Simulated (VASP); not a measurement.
Runs of VASP 6.6.1 on Al5As. The structure is that of space group F-43m (No. 216), or close to it. The cells are those of the table. 

```csv
task,cell,k mesh,cutoff (eV),k mesh for the DOS,occupations for the DOS,gap on the mesh (eV),pressure (GPa),relaxed volume (Å³/atom),largest force (eV/Å)
single point,"a = 6.489 Å, angles 60.0°, 6 atoms",8 × 8 × 8,520,-,-,none,0.0,-,0.03
relaxation of cell and atoms,"relaxed from a = 5.473 Å, angles 60.0°, 6 atoms",4 × 4 × 4,600,-,-,none,0.0,32.21,-
relaxation of cell and atoms,"relaxed from a = 6.475 Å, angles 60.0°, 6 atoms",8 × 8 × 8,600,-,-,none,0.0,32.20,-
single point,"a = 5.473 Å, angles 60.0°, 6 atoms",4 × 4 × 4,520,-,-,none,(a),-,31.15
single point,"a = 6.475 Å, angles 60.0°, 6 atoms",4 × 4 × 4,520,-,-,none,(b),-,0.02
```

Alike in all rows: level PBE; potentials or basis VASP PAW PBE potentials, release 64 (Al, As); no spin polarisation; smearing gaussian 0.1 eV.

Question: Fill in the values left out.

Answer: (a) 76.3; (b) 0.2.

Caveats: the volume moved by over 15 % at a fixed basis, so the end points are rough (some runs); forces of over 1 eV/Å act on the atoms, so gaps and moduli don't describe the material at rest (some runs).

A k mesh can miss the band edges, and the runs leave out spin-orbit coupling on As.

A gap of «none» marks levels without a gap at the run's occupations.
